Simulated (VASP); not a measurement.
Here is a VASP 6.6.1 calculation.

Contents of INCAR:

```
SYSTEM = Mg2Si3N3
ALGO = Normal
EDIFF = 1E-7
EDIFFG = -0.08
ENCUT = 600
GGA = PE
GGA_COMPAT = .FALSE.
IBRION = 2
ISIF = 3
ISMEAR = 0
LASPH = .TRUE.
LCHARG = .FALSE.
LREAL = .FALSE.
LWAVE = .FALSE.
NELM = 120
NELMIN = 4
NSW = 36
PREC = Accurate
SIGMA = 0.2
```

The input KPOINTS:

```
k-points
0
G
  3 3 5
  0 0 0
```

The input POSCAR:

```
Mg2Si3N3
1.0
    6.1500000000      0.0000000000      0.0000000000
   -3.0750000000      5.3260562300      0.0000000000
    0.0000000000      0.0000000000      3.2000000000
Mg Si N
2 3 3
Direct
    0.6666666700      0.3333333300      0.0000000000
    0.3333333300      0.6666666700      0.0000000000
    0.0000000000      0.2400005000      0.0000000000
    0.7599995000      0.7599995000      0.0000000000
    0.2400005000      0.0000000000      0.0000000000
    0.0000000000      0.4000005000      0.5000000000
    0.5999995000      0.5999995000      0.5000000000
    0.4000005000      0.0000000000      0.5000000000
```

Potentials or basis: VASP PAW PBE potentials, release 64 (Mg, Si, N).

Run with:

```console
$ cat potpaw_PBE.64/Mg/POTCAR potpaw_PBE.64/Si/POTCAR potpaw_PBE.64/N/POTCAR > POTCAR
$ mpirun -np 1 vasp_std > vasp.out
```

Task: Predict the space group after relaxing (to 0.05 Å).

Result: P-62m (No. 189).

Task: Estimate the relaxed cell.

Result: a = 6.483 Å, b = 6.483 Å, c = 2.739 Å, α = 90.00°, β = 90.00°, γ = 120.00°.

Task: Predict the relaxed volume.

Result: 12.46 Å³/atom.

Step by step:
```
step  energy change (eV)  largest force (eV/Å)  pressure (GPa)  volume (Å³)
   1              0.0000                2.8020           -0.25       104.82
   2             -3.6355                3.0197           -3.79       103.23
   3             -3.7686                2.5668           -1.58       102.56
   4             -3.1277                5.8742            0.47       100.53
   5             -4.0250                0.4205           -2.41       101.80
   6             -4.1062                0.1821            0.51        99.16
   7             -4.1173                0.1272           -0.33        99.84
   8             -4.1166                0.1970            0.36        99.50
   9             -4.1181                0.0062           -0.04        99.70
```

Caveat: the k points lie up to 0.46 Å⁻¹ apart in the final cell; the relaxation stopped at a loose force limit of 0.08 eV/Å, so its end isn't a converged minimum.
